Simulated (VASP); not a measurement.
# V: single point with PBEsol

V:

```
CELL_PARAMETERS angstrom
-1.21516 1.21516 2.21435
1.21516 -1.21516 2.21435
1.21516 1.21516 -2.21435
ATOMIC_POSITIONS crystal
V 0.00000 0.00000 0.00000
```

```
Program             : VASP 6.6.1
Task                : single point
Functional          : PBEsol
Potentials or basis : VASP PAW PBE potentials, release 64 (V_sv)
Cutoff              : 520 eV
k mesh              : 32 × 32 × 32
Occupations         : gaussian, width 0.1 eV
Spin                : no spin polarisation
```

The pressure is 0.4 GPa and the band gap on the k mesh is zero (an odd number of electrons rules out a gap without spin polarisation).

Levels at points of the mesh, in eV from the Fermi level:
```
           k point  band 3  band 4  band 5  band 6  band 7  band 8  band 9  band 10  band 11  band 12
(0.00, 0.00, 0.00)  -36.80  -36.80   -6.76   -1.12    0.38    1.48    1.48     3.52    19.10    19.30
(0.50, 0.00, 0.00)  -37.23  -36.77   -3.33   -0.78    1.39    1.41    3.25     3.72    10.20    15.52
(0.50, 0.50, 0.00)  -37.67  -37.18   -3.64   -2.42    2.59    3.08    5.01     6.01    12.34    14.75
(0.50, 0.50, 0.50)  -36.93  -36.93   -3.50   -2.43    0.71    3.71    3.71     3.89     9.36    18.11
```

Run time: 3.3 min on 1 thread of Intel(R) Xeon(R) Platinum 8488C (Sapphire Rapids), with other jobs on the host, peak memory 0.47 GiB.

Caveat: the PAW data sets were made with another functional, which shifts forces and pressure a little.
